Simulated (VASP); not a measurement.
Here is a VASP 6.6.1 calculation.

The input INCAR:

```
SYSTEM = Ru
PREC     = Accurate       ! precision mode
ENCUT    = 520            ! plane-wave cutoff, eV
EDIFF    = 1E-7           ! SCF threshold, eV
ISMEAR   = -1             ! smearing method
SIGMA    = 0.05           ! smearing width, eV
LREAL    = .False.        ! projectors in reciprocal space
LASPH    = .True.         ! aspherical terms in the spheres
NELM     = 150            ! most SCF steps
ALGO     = Normal         ! electronic algorithm
ISIF     = 2              ! what is computed and relaxed
LWAVE    = .False.        ! write WAVECAR
LCHARG   = .True.         ! write CHGCAR
ISPIN    = 2              ! spin polarisation
MAGMOM   = 1              ! initial moments
LORBIT   = 11             ! projections on sites
LMAXMIX  = 4              ! l up to which the mixer works
GGA      = PE             ! functional
LELF     = .True.         ! ELF
LVHAR    = .True.       
NBANDS   = 17             ! bands
```

File KPOINTS:

```
Automatic mesh
0
Gamma
  16 16 16
  0 0 0
```

The input POSCAR:

```
Ru
1.0
   -1.4847219141      1.4847219141      1.4847219141
    1.4847219141     -1.4847219141      1.4847219141
    1.4847219141      1.4847219141     -1.4847219141
Ru
1
Direct
    0.0000000000      0.0000000000      0.0000000000
```

Potentials or basis: VASP PAW PBE potentials, release 64 (Ru_pv).

Run with:

```sh
$ cat potpaw_PBE.64/Ru_pv/POTCAR > POTCAR
$ mpirun -np 1 vasp_std > vasp.out
```

**Question.** Estimate the net moment.

**Answer.** 0.00 μB per cell.

**Question.** Estimate the band gap on the k mesh.

**Answer.** Zero (filled and empty bands overlap).

**Question.** Predict the pressure.

**Answer.** 28.7 GPa.
